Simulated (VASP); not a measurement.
A run of VASP 6.6.1 is set up as follows.

INCAR

```
SYSTEM = ZrN
PREC     = Accurate       ! precision mode
ENCUT    = 600            ! plane-wave cutoff, eV
EDIFF    = 1E-6           ! SCF threshold, eV
ISMEAR   = 0              ! smearing method
SIGMA    = 0.05           ! smearing width, eV
LREAL    = .False.        ! projectors in reciprocal space
LASPH    = .True.         ! aspherical terms in the spheres
NELM     = 120            ! most SCF steps
ALGO     = Normal         ! electronic algorithm
ISIF     = 2              ! what is computed and relaxed
LWAVE    = .False.        ! write WAVECAR
LCHARG   = .True.         ! write CHGCAR
GGA      = RP             ! functional
LELF     = .True.         ! ELF
LVHAR    = .True.       
NBANDS   = 16             ! bands
GGA_COMPAT= .False.
```

File KPOINTS:

```
Automatic mesh
0
Gamma
  8 8 8
  0 0 0
```

POSCAR

```
ZrN
1.0
    0.0000000000      2.2943751132      2.2943751132
    2.2943751132      0.0000000000      2.2943751132
    2.2943751132      2.2943751132      0.0000000000
Zr N
1 1
Direct
    0.5000000000      0.5000000000      0.5000000000
    0.0000000000      0.0000000000      0.0000000000
```

Potentials or basis: VASP PAW PBE potentials, release 64 (Zr_sv, N).

Command:

```sh
$ cat potpaw_PBE.64/Zr_sv/POTCAR potpaw_PBE.64/N/POTCAR > POTCAR
$ mpirun -np 1 vasp_std > vasp.out
```

Problem. Estimate the pressure.

Solution. 5.2 GPa.

Problem. Estimate the band gap on the k mesh.

Solution. Zero (an odd number of electrons rules out a gap without spin polarisation).

Caveat: the cell stands under pressure; the PAW data sets were made with another functional, which shifts forces and pressure a little.
